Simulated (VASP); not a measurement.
Wanted: the native input for a VASP 6.6.1 run.

* Task: relaxation of cell and atoms
* Functional: PBE
* Potentials or basis: VASP PAW PBE potentials, release 64 (Hf_pv, Si, W_sv)
* Cutoff: 500 eV
* k mesh: 5 × 5 × 3
* Occupations: gaussian, width 0.2 eV
* Spin: no spin polarisation
* Dipole correction: no
* Further INCAR settings: ALGO = Normal; EDIFF = 1e-07; IBRION = 2; EDIFFG = -0.08; NSW = 36; ISIF = 3

The structure of HfSi3W lies in POSCAR:

```
HfSi3W
1.0
    2.4004564700     -2.8123630000      0.0000000000
    2.4004564700      2.8123630000      0.0000000000
    0.0000000000      0.0000000000      7.0645914400
Hf Si W
1 3 1
Direct
    0.5000000000      0.5000000000      0.0000000000
    0.5000000000      0.5000000000      0.5000000000
    0.0000000000      0.5000000000      0.6945543200
    0.5000000000      0.0000000000      0.3054456800
    0.0000000000      0.0000000000      0.0000000000
```

The cell was generated, and may not be a known phase.

The input as run:

INCAR

```
SYSTEM = HfSi3W
ALGO     = Normal         ! electronic algorithm
EDIFF    = 1E-7           ! SCF threshold, eV
EDIFFG   = -0.08          ! ionic threshold
ENCUT    = 500            ! plane-wave cutoff, eV
GGA      = PE             ! functional
GGA_COMPAT= .False.      
IBRION   = 2              ! ionic algorithm
ISIF     = 3              ! what is computed and relaxed
ISMEAR   = 0              ! smearing method
LASPH    = .True.         ! aspherical terms in the spheres
LCHARG   = .False.        ! write CHGCAR
LREAL    = .False.        ! projectors in reciprocal space
LWAVE    = .False.        ! write WAVECAR
NELM     = 120            ! most SCF steps
NELMIN   = 4            
NSW      = 36             ! ionic steps
PREC     = Accurate       ! precision mode
SIGMA    = 0.2            ! smearing width, eV
```

KPOINTS

```
k-points
0
Gamma
  5 5 3
  0 0 0
```

Potentials or basis: VASP PAW PBE potentials, release 64 (Hf_pv, Si, W_sv).

Command:

```sh
$ cat potpaw_PBE.64/Hf_pv/POTCAR potpaw_PBE.64/Si/POTCAR potpaw_PBE.64/W_sv/POTCAR > POTCAR
$ mpirun -np 1 vasp_std > vasp.out
```

It gave:

| Item | Value |
| --- | --- |
| Relaxed volume | 19.63 Å³/atom |
| Relaxed cell | a = 3.929 Å, b = 3.929 Å, c = 6.358 Å, α = 90.00°, β = 90.00°, γ = 90.06° |
| Space group after relaxing (to 0.1 Å) | P-4m2 (No. 115) |
| Energy gained by relaxing | 293.1 meV/atom |
| Ionic steps | 7 |
| Pressure after relaxing | -0.1 GPa |
| Largest force after relaxing | 0.036 eV/Å |
| Band gap on the k mesh | zero (bands 18 and 19 overlap by 0.41 eV) |

Caveat: spin-orbit coupling is left out, which moves the levels of the heavy elements; the relaxation stopped at a loose force limit of 0.08 eV/Å, so its end isn't a converged minimum.

It took 5.9 min on 1 thread of Intel Xeon 8259CL, on a shared host, peak memory 0.23 GiB.
